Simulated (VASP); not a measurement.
# In: relaxation of cell and atoms with PBE

In:

```
CELL_PARAMETERS angstrom
3.26289 0.00000 0.00000
-1.63145 2.82575 0.00000
0.00000 0.00000 5.28588
ATOMIC_POSITIONS crystal
In 0.33333 0.66667 0.25000
In 0.66667 0.33333 0.75000
```

This isn't the form of In at room conditions, which is tetragonal.

```yaml
Program: VASP 6.6.1
Task: relaxation of cell and atoms
Functional: PBE
Potentials_or_basis: VASP PAW PBE potentials, release 64 (In_d)
Cutoff: 600 eV
k_mesh: 14 × 14 × 8
Occupations: fermi-dirac, width 0.05 eV
Spin: no spin polarisation
Target_pressure: 6.2 GPa
Dipole_correction: no
Further_INCAR_settings: ALGO = Normal; EDIFF = 1e-06; IBRION = 2; EDIFFG = -0.005; NSW = 60; ISIF = 3
```

The relaxed volume is 24.36 Å³/atom. The relaxed cell is a = 3.226 Å, b = 3.226 Å, c = 5.404 Å, α = 90.00°, β = 90.00°, γ = 120.00° and the space group after relaxing (to 0.1 Å) is P6_3/mmc (No. 194). The energy change on relaxing (the run minimises the enthalpy) is -2.0 meV/atom and the ionic steps are 8. The pressure after relaxing is 6.2 GPa. The band gap on the k mesh is zero (bands 13 and 14 overlap by 6.65 eV).

Step by step:
| step | energy change (eV) | largest force (eV/Å) | pressure (GPa) | volume (Å³) |
| --- | --- | --- | --- | --- |
| 1 | 0.0000 | 0.0000 | 6.23 | 48.74 |
| 2 | -0.0025 | 0.0000 | 6.19 | 48.77 |
| 3 | -0.0093 | 0.0000 | 6.06 | 48.88 |
| 4 | -0.0124 | 0.0000 | 5.82 | 49.05 |
| 5 | -0.0117 | 0.0000 | 5.89 | 48.92 |
| 6 | 0.0114 | 0.0000 | 6.69 | 48.35 |
| 7 | -0.0055 | 0.0000 | 6.14 | 48.76 |
| 8 | -0.0039 | 0.0000 | 6.20 | 48.72 |

Final structure:
```
CELL_PARAMETERS angstrom
3.22633 0.00000 0.00000
-1.61317 2.79408 0.00000
0.00000 0.00000 5.40447
ATOMIC_POSITIONS crystal
In 0.33333 0.66667 0.25000
In 0.66667 0.33333 0.75000
```

Levels at points of the mesh, in eV from the Fermi level:
| k point | band 9 | band 10 | band 11 | band 12 | band 13 | band 14 | band 15 | band 16 | band 17 |
| --- | --- | --- | --- | --- | --- | --- | --- | --- | --- |
| (0.00, 0.00, 0.00) | -14.43 | -14.43 | -10.14 | -4.73 | -3.88 | 9.13 | 9.13 | 10.52 | 11.01 |
| (0.50, 0.00, 0.00) | -14.39 | -14.37 | -4.99 | -4.44 | 0.16 | 0.22 | 0.79 | 2.89 | 4.35 |
| (0.00, 0.00, 0.50) | -14.51 | -14.51 | -8.71 | -8.71 | 2.82 | 2.82 | 10.18 | 10.18 | 10.18 |
| (0.50, 0.00, 0.50) | -14.38 | -14.38 | -3.65 | -3.65 | -2.94 | -2.94 | 5.97 | 5.97 | 6.30 |

It took 3.5 min on 1 thread of Intel(R) Xeon(R) 6975P-C (Granite Rapids), on a shared host, peak memory 0.26 GiB.

Caveat: the cell is relaxed towards a set pressure, so the run minimises the enthalpy, not the energy; spin-orbit coupling is left out, which moves the levels of the heavy elements.
